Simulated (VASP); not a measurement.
# Sb3Au (Im-3m) in VASP: further runs

Runs on Sb3Au. Level: LDA. Tasks: single point, relaxation of volume and atoms at fixed shape.

Everything below comes from runs of VASP 6.6.1. Logs are shortened: lines on timing, memory, paths and dates and some standing lists are left out, and cuts for length are marked.

### 1 The cell of the first run

Symmetry: Im-3m, No. 229, cubic system. Conventional cell: a = 5.831 Å, b = 5.831 Å, c = 5.831 Å, α = 90.00°, β = 90.00°, γ = 90.00°. Within 3.8 Å of Sb (site symmetry 4/mmm) lie 4 Sb at 2.92 Å and 2 Au at 2.92 Å. Au (site symmetry m-3m) has 6 Sb at 2.92 Å within 3.8 Å.

### 2 Single point, LDA

INCAR reads:

```
PREC     = Accurate       # precision mode
ENCUT    = 520            # plane-wave cutoff, eV
EDIFF    = 1E-6           # SCF threshold, eV
ISMEAR   = -1             # smearing method
SIGMA    = 0.1            # smearing width, eV
LREAL    = False          # projectors in reciprocal space
LASPH    = True           # aspherical terms in the spheres
NELM     = 80             # most SCF steps
ALGO     = Normal         # electronic algorithm
ISIF     = 2              # what is computed and relaxed
LWAVE    = False          # write WAVECAR
LCHARG   = False          # write CHGCAR
GGA      = CA             # functional
NBANDS   = 21             # bands
```

KPOINTS reads:

```
Automatic mesh
0
Gamma
  5 5 5
```

POSCAR reads:

```
Sb3Au
1.0
   -2.9153205402      2.9153205402      2.9153205402
    2.9153205402     -2.9153205402      2.9153205402
    2.9153205402      2.9153205402     -2.9153205402
Sb Au
3 1
Direct
    0.0000000000      0.5000000000      0.5000000000
    0.5000000000      0.0000000000      0.5000000000
    0.5000000000      0.5000000000      0.0000000000
    0.0000000000      0.0000000000      0.0000000000
```

Potentials or basis: VASP PAW LDA potentials, release 64 (Sb, Au).

On the command line:

```sh
> cat potpaw_LDA.64/Sb/POTCAR potpaw_LDA.64/Au/POTCAR > POTCAR
> mpirun -np 1 vasp_std > vasp.out
```

OUTCAR:

```text
PREC = Accurate
   ENCUT = 520
   EDIFF = 1E-6
   ISMEAR = -1
   LREAL = False
   LASPH = True
   NELM = 80
   ISIF = 2
   GGA = CA

 ion  position               nearest neighbor table
   1  0.000  0.500  0.500-   2 2.92   3 2.92   4 2.92   4 2.92   3 2.92   2 2.92
   2  0.500  0.000  0.500-   1 2.92   3 2.92   4 2.92   3 2.92   4 2.92   1 2.92
   3  0.500  0.500  0.000-   1 2.92   2 2.92   4 2.92   2 2.92   1 2.92   4 2.92
   4  0.000  0.000  0.000-   1 2.92   2 2.92   3 2.92   1 2.92   2 2.92   3 2.92

  LATTYP: Found a body centered cubic cell.
 ALAT       =     5.8306410804

  Lattice vectors:

 A1 = (  -2.9153205402,   2.9153205402,   2.9153205402)
 A2 = (   2.9153205402,  -2.9153205402,   2.9153205402)
 A3 = (   2.9153205402,   2.9153205402,  -2.9153205402)

Analysis of symmetry for initial positions (statically):
=====================================================================
 Subroutine PRICEL returns:
 Original cell was already a primitive cell.

 Routine SETGRP: Setting up the symmetry group for a
 body centered cubic supercell.

 Subroutine GETGRP returns: Found 48 space group operations
 (whereof 48 operations were pure point group operations)
 out of a pool of 48 trial point group operations.

The static configuration has the point symmetry O_h .

Analysis of symmetry for dynamics (positions and initial velocities):
=====================================================================
 Subroutine PRICEL returns:
 Original cell was already a primitive cell.

 Routine SETGRP: Setting up the symmetry group for a
 body centered cubic supercell.

 Subroutine GETGRP returns: Found 48 space group operations
 (whereof 48 operations were pure point group operations)
 out of a pool of 48 trial point group operations.

The dynamic configuration has the point symmetry O_h .

 Subroutine INISYM returns: Found 48 space group operations
 (whereof 48 operations are pure point group operations),
 and found     1 'primitive' translations

----------------------------------------------------------------------------------------

                                     Primitive cell

  volume of cell :      99.1103

  direct lattice vectors                    reciprocal lattice vectors
    -2.915320540  2.915320540  2.915320540     0.000000000  0.171507727  0.171507727
     2.915320540 -2.915320540  2.915320540     0.171507727  0.000000000  0.171507727
     2.915320540  2.915320540 -2.915320540     0.171507727  0.171507727  0.000000000

  length of vectors
     5.049483296  5.049483296  5.049483296     0.242548554  0.242548554  0.242548554

  position of ions in fractional coordinates (direct lattice)
     0.000000000  0.500000000  0.500000000
     0.500000000  0.000000000  0.500000000
     0.500000000  0.500000000  0.000000000
     0.000000000  0.000000000  0.000000000

  ion indices of the primitive-cell ions
   primitive index   ion index
                 1           1
                 2           2
                 3           3
                 4           4

----------------------------------------------------------------------------------------

 KPOINTS: Automatic mesh

Automatic generation of k-mesh.
 Grid dimensions read from file:
 generate k-points for:    5    5    5

 Generating k-lattice:

  Cartesian coordinates                     Fractional coordinates (reciprocal lattice)
     0.000000000  0.034301545  0.034301545     0.200000000  0.000000000  0.000000000
     0.034301545  0.000000000  0.034301545     0.000000000  0.200000000  0.000000000
     0.034301545  0.034301545  0.000000000     0.000000000  0.000000000  0.200000000

  Length of vectors
     0.048509711  0.048509711  0.048509711

  Shift w.r.t. Gamma in fractional coordinates (k-lattice)
     0.000000000  0.000000000  0.000000000

 Subroutine IBZKPT returns following result:
 ===========================================

 Found     10 irreducible k-points:

 Following reciprocal coordinates:
            Coordinates               Weight
  0.000000  0.000000  0.000000      1.000000
  0.200000  0.000000  0.000000     12.000000
  0.400000  0.000000  0.000000     12.000000
  0.200000  0.200000  0.000000     24.000000
  0.400000  0.200000  0.000000     24.000000
  0.200000  0.200000  0.200000      8.000000
 -0.200000  0.200000  0.200000      6.000000
 -0.400000  0.400000  0.200000     24.000000
 -0.400000 -0.400000  0.200000      8.000000
 -0.400000  0.400000  0.400000      6.000000
   k-points           NKPTS =     10   k-points in BZ     NKDIM =     10   number of bands    NBANDS=     21
   number of dos      NEDOS =    301   number of ions     NIONS =      4
   total plane-waves  NPLWV =  64000
   dimension x,y,z NGX =    40 NGY =   40 NGZ =   40
   dimension x,y,z NGXF=    80 NGYF=   80 NGZF=   80
   ions per type =               3   1
   NGX,Y,Z   is equivalent  to a cutoff of  13.17, 13.17, 13.17 a.u.
   NGXF,Y,Z  is equivalent  to a cutoff of  26.34, 26.34, 26.34 a.u.
 SYSTEM =  unknown system
   PREC   = accura    normal or accurate (medium, high low for compatibility)
   ISTART =      0    job   : 0-new  1-cont  2-samecut
   ICHARG =      2    charge: 1-file 2-atom 10-const
   ISPIN  =      1    spin polarized calculation?
   LNONCOLLINEAR =      F non collinear calculations
   LSORBIT =      F    spin-orbit coupling
   LASPH  =      T    aspherical Exc in radial PAW
   ENCUT  =  520.0 eV  38.22 Ry    6.18 a.u.   9.39  9.39  9.39*2*pi/ulx,y,z
   NELM   =     80;   NELMIN=  2; NELMDL= -5     # of ELM steps
   EDIFF  = 0.1E-05   stopping-criterion for ELM
   LREAL  =      F    real-space projection
   EDIFFG = 0.1E-04   stopping-criterion for IOM
   NSW    =      0    number of steps for IOM
   IBRION =     -1    ionic relax: 0-MD 1-quasi-New 2-CG
   NFREE  =      0    steps in history (QN), initial steepest desc. (CG)
   ISIF   =      2    stress and relaxation
   ISYM   =      2    0-nonsym 1-usesym 2-fastsym
   POTIM  = 0.5000    time-step for ionic-motion
   TEBEG  =    0.0;   TEEND  =   0.0 temperature during run
   PSTRESS=    0.0 pullay stress
   NELECT =      26.0000    total number of electrons
   NUPDOWN=      -1.0000    fix difference up-down
   EMIN   =  10.00;   EMAX   =-10.00  energy-range for DOS
   EFERMI =   0.00;   METHOD = LEGACY
   ISMEAR =    -1;   SIGMA  =   0.10  broadening in eV -4-tet -1-fermi 0-gaus
   EFERMI_NEDOS =   21; number of points for ismear=-14 and -15
   IALGO  =     38    algorithm
   IMIX   =      4    mixing-type and parameters
     AMIX     =   0.40;   BMIX     =  1.00
     AMIX_MAG =   1.60;   BMIX_MAG =  1.00
  volume/ion in A,a.u.               =      24.78       167.21
  Fermi-wavevector in a.u.,A,eV,Ry     =   1.047996  1.980425 14.943220  1.098296
  Thomas-Fermi vector in A             =   2.182899
   LORBIT       =      0    0 simple, 1 ext, 2 COOP (PROOUT), +10 PAW based schemes
   GGA     = CA    functional components
   LHFCALC =     F    Hartree Fock is set to
   AEXX    =    0.0000 exact exchange contribution
   IVDW    =     0    specifies the selected vdW correction
   LEPSILON=     F    determine dielectric tensor
   LRPA    =     F    only Hartree local field effects (RPA)
 non-spin polarized calculation
  energy-cutoff  :      520.00
  volume of cell :       99.11
 maximum number of plane-waves:      2685
 NGX is ok and might be reduce to    40
   NGX = 19   NGY = 19   NGZ = 19

 number of electron      26.0000002 magnetization

 Free energy of the ion-electron system (eV)
  ---------------------------------------------------
  ext. energy  EPLUGINS =         0.00000000
  ---------------------------------------------------
  free energy    TOTEN  =       -18.84252862 eV

  energy without entropy =      -18.78669431  energy(sigma->0) =      -18.81461146

 E-fermi :   8.0164     XC(G=0): -10.6633

 val. band max:        7.9110677747   @ k =   0.2000   0.0000   0.0000
 cond. band min:       8.4260859862   @ k =   0.2000   0.2000   0.0000
 fundamental gap:      0.5150182116
 Fermi energy:         8.0163738356

 k-point     1 :       0.0000    0.0000    0.0000
  band No.  band energies     occupation
      1      -4.5935      2.00000
      2       0.6633      2.00000
      3       0.6633      2.00000
      4       3.7598      2.00000
      5       3.7598      2.00000
      6       3.7598      2.00000
[... 13 lines left out ...]
     20      13.7162      0.00000
     21      13.7162      0.00000

 k-point     2 :       0.2000    0.0000    0.0000
  band No.  band energies     occupation
      1      -4.2677      2.00000
      2      -0.2028      2.00000
      3       0.5039      2.00000
      4       3.2649      2.00000
      5       3.4156      2.00000
      6       3.7636      2.00000
[... 13 lines left out ...]
     20      13.3453      0.00000
     21      14.2148      0.00000

 k-point     3 :       0.4000    0.0000    0.0000
  band No.  band energies     occupation
      1      -3.3609      2.00000
      2      -1.7349      2.00000
      3       0.3123      2.00000
      4       2.6623      2.00000
      5       2.8570      2.00000
      6       3.0477      2.00000
[... 13 lines left out ...]
     20      14.6967      0.00000
     21      14.9162      0.00000
[... 121 lines left out ...]
 k-point     9 :      -0.4000   -0.4000    0.2000
  band No.  band energies     occupation
      1      -2.4543      2.00000
      2      -2.4543      2.00000
      3      -0.0327      2.00000
      4       2.9264      2.00000
      5       2.9264      2.00000
      6       3.5172      2.00000
[... 13 lines left out ...]
     20      15.4033      0.00000
     21      15.4033      0.00000

 k-point    10 :      -0.4000    0.4000    0.4000
  band No.  band energies     occupation
      1      -2.6446      2.00000
      2      -2.2321      2.00000
      3       0.6278      2.00000
      4       2.5804      2.00000
      5       2.5804      2.00000
      6       3.1256      2.00000
[... 13 lines left out ...]
     20      15.1966      0.00000
     21      15.1966      0.00000

------------------------ aborting loop because EDIFF is reached ----------------------------------------

  FORCE on cell =-STRESS in cart. coord.  units (eV):
  Direction    XX          YY          ZZ          XY          YZ          ZX
  --------------------------------------------------------------------------------------
  -------------------------------------------------------------------------------------
  Total        0.1831137      0.1831137      0.1831137      0.0000000      0.0000000     -0.0000000
  in kB        2.9601411      2.9601411      2.9601411      0.0000000      0.0000000     -0.0000000
  external PRESSURE =       2.9601411 kB  Pullay stress =       0.0000000 kB

 VOLUME and BASIS-vectors are now :
 -----------------------------------------------------------------------------
  energy-cutoff  :      520.00
  volume of cell :       99.11
      direct lattice vectors                 reciprocal lattice vectors
    -2.915320540  2.915320540  2.915320540     0.000000000  0.171507727  0.171507727
     2.915320540 -2.915320540  2.915320540     0.171507727  0.000000000  0.171507727
     2.915320540  2.915320540 -2.915320540     0.171507727  0.171507727  0.000000000

 POSITION                                       TOTAL-FORCE (eV/Angst)
 -----------------------------------------------------------------------------------
      2.91532      0.00000      0.00000         0.000000     -0.000000     -0.000000
      0.00000      2.91532      0.00000         0.000000      0.000000      0.000000
      0.00000      0.00000      2.91532        -0.000000      0.000000      0.000000
      0.00000      0.00000      0.00000        -0.000000      0.000000     -0.000000
 -----------------------------------------------------------------------------------
    total drift:                               -0.000000      0.000000      0.000000

  FREE ENERGIE OF THE ION-ELECTRON SYSTEM (eV)
  ---------------------------------------------------
  free  energy   TOTEN  =       -18.8425286184 eV

  energy  without entropy=      -18.7866943102  energy(sigma->0) =      -18.81461146
```

It took 15 s on 1 thread of Intel Xeon Platinum 8375C at 2.90GHz (Ice Lake), shared host; peak memory 0.2 GiB.

Results:

| Quantity | Value |
| --- | --- |
| Free energy | -18.8425 eV |
| Pressure | 0.3 GPa |
| Band gap on the k mesh | zero (band 13 reaches 9.66 eV, above the bottom of band 14 at 6.45 eV) |

Caveat: spin-orbit coupling is left out, which moves the levels of the heavy elements.

### 3 Relaxation of volume and atoms at fixed shape, LDA

This run uses another cell than the first one, of 28.09 Å³/atom, 1.134 times its volume.

INCAR reads:

```
SYSTEM = Sb3Au
PREC = Accurate
ENCUT = 600
EDIFF = 1E-6
ISMEAR = -1
SIGMA = 0.1
LREAL = .FALSE.
LASPH = .TRUE.
NELM = 60
ALGO = Normal
ISIF = 8
LWAVE = .FALSE.
LCHARG = .FALSE.
GGA = CA
IBRION = 2
NSW = 80
EDIFFG = -0.03
```

KPOINTS reads:

```
regular mesh
0
G
  5 5 5
  0 0 0
```

POSCAR reads:

```
Sb3Au
1.0
   -3.0400000000      3.0400000000      3.0400000000
    3.0400000000     -3.0400000000      3.0400000000
    3.0400000000      3.0400000000     -3.0400000000
Sb Au
3 1
Direct
    0.0000000000      0.5000000000      0.5000000000
    0.5000000000      0.0000000000      0.5000000000
    0.5000000000      0.5000000000      0.0000000000
    0.0000000000      0.0000000000      0.0000000000
```

Potentials or basis: VASP PAW LDA potentials, release 64 (Sb, Au).

On the command line:

```sh
> cat potpaw_LDA.64/Sb/POTCAR potpaw_LDA.64/Au/POTCAR > POTCAR
> mpirun -np 1 vasp_std > vasp.out
```

It took 44 s on 1 thread of Intel Xeon Platinum 8375C at 2.90GHz (Ice Lake), shared host; peak memory 0.23 GiB.

It converged, with:

* Free energy: -18.8433 eV
* Relaxed volume: 24.89 Å³/atom
* Relaxed cell: a = 5.057 Å, b = 5.057 Å, c = 5.057 Å, α = 109.47°, β = 109.47°, γ = 109.47°
* Space group after relaxing (to 0.05 Å): Im-3m (No. 229)
* Energy gained by relaxing: 83.8 meV/atom
* Ionic steps: 3
* Pressure after relaxing: -0.1 GPa
* Band gap on the k mesh: zero (band 13 reaches 9.59 eV, above the bottom of band 14 at 6.41 eV)

Step by step:
```
step  energy change (eV)  largest force (eV/Å)  pressure (GPa)  volume (Å³)
   1              0.0000                0.0000           -7.37       112.38
   2             -0.1976                0.0000            6.94        92.65
   3             -0.3353                0.0000           -0.11        99.55
```

Final structure:
```cif
data_structure
_symmetry_space_group_name_H-M 'P 1'
_symmetry_Int_Tables_number 1
_cell_length_a 5.0569
_cell_length_b 5.0569
_cell_length_c 5.0569
_cell_angle_alpha 109.471
_cell_angle_beta 109.471
_cell_angle_gamma 109.471
_cell_volume 99.55
loop_
_atom_site_label
_atom_site_type_symbol
_atom_site_fract_x
_atom_site_fract_y
_atom_site_fract_z
_atom_site_occupancy
Sb1 Sb 0.00000 0.50000 0.50000 1
Sb2 Sb 0.50000 0.00000 0.50000 1
Sb3 Sb 0.50000 0.50000 0.00000 1
Au1 Au 0.00000 0.00000 0.00000 1
```

Levels at points of the mesh, in eV from the Fermi level:
| k point | band 11 | band 12 | band 13 | band 14 | band 15 | band 16 |
| --- | --- | --- | --- | --- | --- | --- |
| (0.00, 0.00, 0.00) | -3.29 | -1.55 | -1.55 | -1.55 | -0.91 | 3.87 |

Caveat: spin-orbit coupling is left out, which moves the levels of the heavy elements; the volume moved by -11 % from the deposited cell, more than functionals usually miss. Zero-point motion and thermal expansion aren't in these numbers.
